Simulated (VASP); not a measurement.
The system is AlH6.

```
Al H
1.0
     5.91886    0.00000    0.00000
    -2.95943    5.12588    0.00000
     0.00000    0.00000    2.84155
Al H
1 6
Cartesian
  0.0000 0.0000 1.4208
  3.3439 0.0000 1.4208
  -1.6719 2.8959 1.4208
  1.2875 2.2300 1.4208
  2.5750 0.0000 1.4208
  -1.2875 2.2300 1.4208
  1.6719 2.8959 1.4208
```

| Quantity | Value |
| --- | --- |
| Program | VASP 6.6.1 |
| Task | relaxation of cell and atoms |
| Functional | PBE |
| Potentials or basis | VASP PAW PBE potentials, release 64 (Al, H) |
| Cutoff | 600 eV |
| k mesh | 3 × 3 × 6 |
| Occupations | gaussian, width 0.1 eV |
| Spin | no spin polarisation |

At the start: pressure -0.6 GPa; volume 12.32 Å³/atom.

**Question.** Where does the relaxation end?

**Answer.** Over 10 steps the energy falls by 5.1 meV/atom and the volume is 11.70 Å³/atom (-5.0 %); space group P6/mmm (No. 191, to 0.05 Å).

The path:
| step | energy change (eV) | largest force (eV/Å) | pressure (GPa) | volume (Å³) |
| --- | --- | --- | --- | --- |
| 1 | 0.0000 | 0.0780 | -0.61 | 86.21 |
| 2 | -0.0099 | 0.1633 | -0.88 | 85.63 |
| 3 | -0.0118 | 0.3068 | -1.04 | 85.26 |
| 4 | -0.0162 | 0.2685 | -0.92 | 84.95 |
| 5 | -0.0263 | 0.1423 | -0.63 | 84.01 |
| 6 | -0.0349 | 0.1269 | -0.06 | 82.12 |
| 7 | -0.0350 | 0.0975 | -0.16 | 82.34 |
| 8 | -0.0350 | 0.1063 | -0.13 | 82.27 |
| 9 | -0.0357 | 0.0416 | -0.16 | 81.95 |
| 10 | -0.0358 | 0.0262 | -0.16 | 81.88 |

Final structure:
```yaml
crystal:
  lattice:
    - [5.93133, 0.00000, 0.00000]
    - [-2.96567, 5.13668, 0.00000]
    - [0.00000, 0.00000, 2.68731]
  atoms:
    - { symbol: Al, position: [0.00000, 0.00000, 0.50000] }
    - { symbol: H, position: [0.56503, 0.00000, 0.50000] }
    - { symbol: H, position: [0.00000, 0.56503, 0.50000] }
    - { symbol: H, position: [0.43497, 0.43497, 0.50000] }
    - { symbol: H, position: [0.43497, 0.00000, 0.50000] }
    - { symbol: H, position: [0.00000, 0.43497, 0.50000] }
    - { symbol: H, position: [0.56503, 0.56503, 0.50000] }
```

Caveat: the k points lie up to 0.41 Å⁻¹ apart in the final cell.
